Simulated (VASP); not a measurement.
# Nb (Im-3m) in VASP: single point with PBE

Aim: the single point of Nb with PBE.

Program: VASP 6.6.1. These are calculated values, not measurements. Logs are shortened: lines on timing, memory, paths and dates and some standing lists are left out, and cuts for length are marked.

**1. The cell of the first run**

The structure is cubic, space group Im-3m (No. 229). Conventional cell: a = 3.312 Å, b = 3.312 Å, c = 3.312 Å, α = 90.00°, β = 90.00°, γ = 90.00°. Nb (site symmetry m-3m) has 14 Nb at 2.87 to 3.31 Å within 3.8 Å.

**2. Single point, PBE**

INCAR reads:

```
  PREC = Accurate
  ENCUT = 520
  EDIFF = 1E-6
  ISMEAR = -1
  SIGMA = 0.08
  LREAL = F
  LASPH = T
  NELM = 60
  ALGO = Normal
  ISIF = 2
  LWAVE = F
  LCHARG = F
  GGA = PE
  NBANDS = 26
```

KPOINTS reads:

```
Automatic mesh
0
Gamma
  9 9 13
```

POSCAR reads:

```
Nb
1.0
    0.0000000000      3.3116138629     -3.3116138629
   -3.3116138629      0.0000000000      3.3116138629
    1.6558069314      1.6558069314      1.6558069314
Nb
3
Direct
    0.0000000000      0.0000000000      0.0000000000
    0.3333333330      0.6666666670      0.3333333330
    0.6666666670      0.3333333330      0.6666666670
```

Potentials or basis: VASP PAW PBE potentials, release 64 (Nb_sv).

On the command line:

```console
> cat potpaw_PBE.64/Nb_sv/POTCAR > POTCAR
> mpirun -np 1 vasp_std > vasp.out
```

OUTCAR:

```text
PREC = Accurate
   ENCUT = 520
   EDIFF = 1E-6
   ISMEAR = -1
   LREAL = F
   LASPH = T
   NELM = 60
   ISIF = 2
   GGA = PE

 ion  position               nearest neighbor table
   1  0.000  0.000  0.000-   2 2.87   3 2.87   3 2.87   2 2.87   3 2.87   2 2.87
   2  0.333  0.667  0.333-   1 2.87   3 2.87   3 2.87   1 2.87   1 2.87   3 2.87
   3  0.667  0.333  0.667-   1 2.87   2 2.87   2 2.87   1 2.87   1 2.87   2 2.87

  LATTYP: Found a hexagonal cell.
 ALAT       =     4.6833292383
 C/A-ratio  =     0.6123724357

  Lattice vectors:

 A1 = (   0.0000000000,   3.3116138629,  -3.3116138629)
 A2 = (  -3.3116138629,   0.0000000000,   3.3116138629)
 A3 = (   1.6558069314,   1.6558069314,   1.6558069314)

Analysis of symmetry for initial positions (statically):
=====================================================================
 Subroutine PRICEL returns following result:

  LATTYP: Found a body centered cubic cell.
 ALAT       =     3.3116138607

  Lattice vectors:

 A1 = (  -1.6558069347,   1.6558069282,  -1.6558069281)
 A2 = (  -1.6558069298,  -1.6558069298,   1.6558069298)
 A3 = (   1.6558069314,   1.6558069314,   1.6558069314)

   3 primitive cells build up your supercell.

 Routine SETGRP: Setting up the symmetry group for a
 hexagonal supercell.

 Subroutine GETGRP returns: Found 12 space group operations
 (whereof 12 operations were pure point group operations)
 out of a pool of 24 trial point group operations.

The static configuration has the point symmetry D_3d.

Analysis of symmetry for dynamics (positions and initial velocities):
=====================================================================
 Subroutine PRICEL returns following result:

  LATTYP: Found a body centered cubic cell.
 ALAT       =     3.3116138607

  Lattice vectors:

 A1 = (  -1.6558069347,   1.6558069282,  -1.6558069281)
 A2 = (  -1.6558069298,  -1.6558069298,   1.6558069298)
 A3 = (   1.6558069314,   1.6558069314,   1.6558069314)

   3 primitive cells build up your supercell.

 Routine SETGRP: Setting up the symmetry group for a
 hexagonal supercell.

 Subroutine GETGRP returns: Found 12 space group operations
 (whereof 12 operations were pure point group operations)
 out of a pool of 24 trial point group operations.

The dynamic configuration has the point symmetry D_3d.

 Subroutine INISYM returns: Found 12 space group operations
 (whereof 12 operations are pure point group operations),
 and found     3 'primitive' translations

----------------------------------------------------------------------------------------

                                     Primitive cell

  volume of cell :      18.1589

  direct lattice vectors                    reciprocal lattice vectors
    -1.655806935  1.655806928 -1.655806928    -0.301967573  0.301967573  0.000000000
    -1.655806930 -1.655806930  1.655806930    -0.301967572 -0.000000001  0.301967573
     1.655806931  1.655806931  1.655806931     0.000000000  0.301967573  0.301967573

  length of vectors
     2.867941731  2.867941730  2.867941733     0.427046637  0.427046637  0.427046637

  position of ions in fractional coordinates (direct lattice)
     0.000000000  0.000000000  0.000000000

  ion indices of the primitive-cell ions
   primitive index   ion index
                 1           1

----------------------------------------------------------------------------------------

 KPOINTS: Automatic mesh

Automatic generation of k-mesh.
 Grid dimensions read from file:
 generate k-points for:    9    9   13

 Generating k-lattice:

  Cartesian coordinates                     Fractional coordinates (reciprocal lattice)
    -0.011183984  0.022367968 -0.011183984     0.111111111  0.000000000  0.000000000
    -0.022367968  0.011183984  0.011183984     0.000000000  0.111111111  0.000000000
     0.015485517  0.015485517  0.015485517     0.000000000  0.000000000  0.076923077

  Length of vectors
     0.027395055  0.027395055  0.026821701

  Shift w.r.t. Gamma in fractional coordinates (k-lattice)
     0.000000000  0.000000000  0.000000000

 Subroutine IBZKPT returns following result:
 ===========================================

 Found    126 irreducible k-points:

 Following reciprocal coordinates:
            Coordinates               Weight
  0.000000  0.000000  0.000000      1.000000
  0.111111  0.000000  0.000000      6.000000
  0.222222  0.000000  0.000000      6.000000
  0.333333  0.000000  0.000000      6.000000
  0.444444  0.000000  0.000000      6.000000
  0.111111  0.111111  0.000000      6.000000
[... 16 lines left out ...]
  0.222222  0.111111  0.076923     12.000000
 -0.111111  0.333333  0.076923     12.000000
 [... further k-points ...]
   k-points           NKPTS =    126   k-points in BZ     NKDIM =    126   number of bands    NBANDS=     26
   number of dos      NEDOS =    301   number of ions     NIONS =      3
   total plane-waves  NPLWV =  31104
   dimension x,y,z NGX =    36 NGY =   36 NGZ =   24
   dimension x,y,z NGXF=    72 NGYF=   72 NGZF=   48
   ions per type =               3
   NGX,Y,Z   is equivalent  to a cutoff of  12.78, 12.78, 13.91 a.u.
   NGXF,Y,Z  is equivalent  to a cutoff of  25.56, 25.56, 27.82 a.u.
 SYSTEM =  unknown system
   PREC   = accura    normal or accurate (medium, high low for compatibility)
   ISTART =      0    job   : 0-new  1-cont  2-samecut
   ICHARG =      2    charge: 1-file 2-atom 10-const
   ISPIN  =      1    spin polarized calculation?
   LNONCOLLINEAR =      F non collinear calculations
   LSORBIT =      F    spin-orbit coupling
   LASPH  =      T    aspherical Exc in radial PAW
   ENCUT  =  520.0 eV  38.22 Ry    6.18 a.u.   8.71  8.71  5.33*2*pi/ulx,y,z
   NELM   =     60;   NELMIN=  2; NELMDL= -5     # of ELM steps
   EDIFF  = 0.1E-05   stopping-criterion for ELM
   LREAL  =      F    real-space projection
   EDIFFG = 0.1E-04   stopping-criterion for IOM
   NSW    =      0    number of steps for IOM
   IBRION =     -1    ionic relax: 0-MD 1-quasi-New 2-CG
   NFREE  =      0    steps in history (QN), initial steepest desc. (CG)
   ISIF   =      2    stress and relaxation
   ISYM   =      2    0-nonsym 1-usesym 2-fastsym
   POTIM  = 0.5000    time-step for ionic-motion
   TEBEG  =    0.0;   TEEND  =   0.0 temperature during run
   PSTRESS=    0.0 pullay stress
   NELECT =      39.0000    total number of electrons
   NUPDOWN=      -1.0000    fix difference up-down
   EMIN   =  10.00;   EMAX   =-10.00  energy-range for DOS
   EFERMI =   0.00;   METHOD = LEGACY
   ISMEAR =    -1;   SIGMA  =   0.08  broadening in eV -4-tet -1-fermi 0-gaus
   EFERMI_NEDOS =   21; number of points for ismear=-14 and -15
   IALGO  =     38    algorithm
   IMIX   =      4    mixing-type and parameters
     AMIX     =   0.40;   BMIX     =  1.00
     AMIX_MAG =   1.60;   BMIX_MAG =  1.00
  volume/ion in A,a.u.               =      18.16       122.54
  Fermi-wavevector in a.u.,A,eV,Ry     =   1.464512  2.767526 29.181711  2.144795
  Thomas-Fermi vector in A             =   2.580479
   LORBIT       =      0    0 simple, 1 ext, 2 COOP (PROOUT), +10 PAW based schemes
   GGA     = PE    functional components
   LHFCALC =     F    Hartree Fock is set to
   AEXX    =    0.0000 exact exchange contribution
   IVDW    =     0    specifies the selected vdW correction
   LEPSILON=     F    determine dielectric tensor
   LRPA    =     F    only Hartree local field effects (RPA)
 non-spin polarized calculation
  energy-cutoff  :      520.00
  volume of cell :       54.48
 maximum number of plane-waves:      1485
 NGX is ok and might be reduce to    36
   NGX = 17   NGY = 17   NGZ = 11

 number of electron      39.0000000 magnetization

 Free energy of the ion-electron system (eV)
  ---------------------------------------------------
  ext. energy  EPLUGINS =         0.00000000
  ---------------------------------------------------
  free energy    TOTEN  =       -30.70014317 eV

  energy without entropy =      -30.60481868  energy(sigma->0) =      -30.65248093

 E-fermi :  11.0747     XC(G=0): -12.4578

 val. band max:       11.0697349288   @ k =   0.3333   0.1111   0.3077
 cond. band min:      11.0753902049   @ k =   0.3333   0.2222   0.2308
 fundamental gap:      0.0056552761
 Fermi energy:        11.0746664491

 k-point     1 :       0.0000    0.0000    0.0000
  band No.  band energies     occupation
      1     -43.3094      2.00000
      2     -43.0419      2.00000
      3     -43.0419      2.00000
      4     -19.5420      2.00000
      5     -19.5420      2.00000
      6     -19.5420      2.00000
[... 18 lines left out ...]
     25      14.7826      0.00000
     26      14.7826      0.00000

 k-point     2 :       0.1111    0.0000    0.0000
  band No.  band energies     occupation
      1     -43.3002      2.00000
      2     -43.0474      2.00000
      3     -43.0461      2.00000
      4     -19.6877      2.00000
      5     -19.6661      2.00000
      6     -19.3827      2.00000
[... 18 lines left out ...]
     25      14.4003      0.00000
     26      14.4240      0.00000

 k-point     3 :       0.2222    0.0000    0.0000
  band No.  band energies     occupation
      1     -43.2736      2.00000
      2     -43.0655      2.00000
      3     -43.0554      2.00000
      4     -19.8086      2.00000
      5     -19.7102      2.00000
      6     -19.2215      2.00000
[... 18 lines left out ...]
     25      14.1751      0.00000
     26      14.3777      0.00000

 k-point     4 :       0.3333    0.0000    0.0000
  band No.  band energies     occupation
      1     -43.2338      2.00000
      2     -43.0968      2.00000
      3     -43.0651      2.00000
      4     -19.8950      2.00000
      5     -19.6595      2.00000
      6     -19.0942      2.00000
[... 18 lines left out ...]
     25      14.2057      0.00000
     26      14.5421      0.00000
[... 496 lines left out ...]
      1     -43.2738      2.00000
      2     -43.0630      2.00000
      3     -43.0404      2.00000
      4     -19.7502      2.00000
      5     -19.7107      2.00000
      6     -19.2909      2.00000
[... 18 lines left out ...]
     25      14.4949      0.00000
     26      14.6116      0.00000

 k-point    23 :       0.2222    0.1111    0.0769
  band No.  band energies     occupation
      1     -43.2407      2.00000
      2     -43.0834      2.00000
      3     -43.0541      2.00000
      4     -19.8279      2.00000
      5     -19.7213      2.00000
      6     -19.1487      2.00000
[... 18 lines left out ...]
     25      14.4482      0.00000
     26      14.7571      0.00000

 k-point    24 :      -0.1111    0.3333    0.0769
  band No.  band energies     occupation
      1     -43.2418      2.00000
      2     -43.0709      2.00000
      3     -43.0654      2.00000
      4     -19.8011      2.00000
      5     -19.7222      2.00000
      6     -19.1611      2.00000
[... 18 lines left out ...]
     25      14.4200      0.00000
     26      14.5389      0.00000

 [... further k-points ...]
[... 5 lines left out ...]
  --------------------------------------------------------------------------------------
  -------------------------------------------------------------------------------------
  Total       -0.1717157     -0.1717157     -0.1717157     -0.0668884     -0.0668884     -0.0668884
  in kB       -5.0502190     -5.0502190     -5.0502190     -1.9672109     -1.9672109     -1.9672109
  external PRESSURE =      -5.0502190 kB  Pullay stress =       0.0000000 kB

 VOLUME and BASIS-vectors are now :
 -----------------------------------------------------------------------------
  energy-cutoff  :      520.00
  volume of cell :       54.48
      direct lattice vectors                 reciprocal lattice vectors
     0.000000000  3.311613863 -3.311613863    -0.100655858  0.201311715 -0.100655858
    -3.311613863  0.000000000  3.311613863    -0.201311715  0.100655858  0.100655858
     1.655806931  1.655806931  1.655806931     0.201311715  0.201311715  0.201311715

 POSITION                                       TOTAL-FORCE (eV/Angst)
 -----------------------------------------------------------------------------------
      0.00000      0.00000      0.00000        -0.000000      0.000000     -0.000000
     -1.65581      1.65581      1.65581        -0.000000     -0.000000     -0.000000
      0.00000      3.31161     -0.00000         0.000000      0.000000      0.000000
 -----------------------------------------------------------------------------------
    total drift:                               -0.000000     -0.000000      0.000000

  FREE ENERGIE OF THE ION-ELECTRON SYSTEM (eV)
  ---------------------------------------------------
  free  energy   TOTEN  =       -30.7001431720 eV

  energy  without entropy=      -30.6048186830  energy(sigma->0) =      -30.65248093
```

It took 59 s on 1 thread of Intel Xeon 6975P-C (Granite Rapids), shared host; peak memory 0.27 GiB.

Results:

- Free energy: -30.7001 eV
- Pressure: -0.5 GPa
